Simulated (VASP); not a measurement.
Wanted: the native input for a VASP 6.6.1 run.

```
Task                   : single point
Functional             : PBE
Potentials or basis    : VASP PAW PBE potentials, release 64 (Co)
Cutoff                 : 520 eV
k mesh                 : 10 × 10 × 10
Occupations            : gaussian, width 0.05 eV
Spin                   : collinear spin, ferromagnetic start
Starting moments       : [1.5] μB
Dipole correction      : no
Further INCAR settings : ALGO = Normal; EDIFF = 1e-06; NBANDS = 14
```

The structure of Co lies in POSCAR:

```
Co
1.0
   -1.4055224055      1.4055224055      1.4055224055
    1.4055224055     -1.4055224055      1.4055224055
    1.4055224055      1.4055224055     -1.4055224055
Co
1
Direct
    0.0000000000      0.0000000000      0.0000000000
```

These files were run (other wordings do the same):

INCAR

```
SYSTEM = Co
ALGO     = Normal         ! electronic algorithm
EDIFF    = 1E-6           ! SCF threshold, eV
ENCUT    = 520            ! plane-wave cutoff, eV
GGA      = PE             ! functional
ISIF     = 2              ! what is computed and relaxed
ISMEAR   = 0              ! smearing method
ISPIN    = 2              ! spin polarisation
LASPH    = .TRUE.         ! aspherical terms in the spheres
LCHARG   = .FALSE.        ! write CHGCAR
LMAXMIX  = 4              ! l up to which the mixer works
LORBIT   = 11             ! projections on sites
LREAL    = .FALSE.        ! projectors in reciprocal space
LWAVE    = .FALSE.        ! write WAVECAR
MAGMOM   = 1.5            ! initial moments
NBANDS   = 14             ! bands
NELM     = 150            ! most SCF steps
PREC     = Accurate       ! precision mode
SIGMA    = 0.05           ! smearing width, eV
```

KPOINTS

```
k-points
0
G
  10 10 10
  0 0 0
```

Potentials or basis: VASP PAW PBE potentials, release 64 (Co).

Command:

```sh
$ cat potpaw_PBE.64/Co/POTCAR > POTCAR
$ mpirun -np 1 vasp_std > vasp.out
```

Results of the run:

```
Pressure                                              : 0.4 GPa
Net moment                                            : 1.82 μB per cell
Site moments                                          : Co +1.84 μB
Valence electrons inside the program's atomic spheres : Co 8.22
```

Wall time 25 s on 1 thread of AMD EPYC 7R43 64-Core Processor (Zen 3) (shared host), peak memory 0.09 GiB.
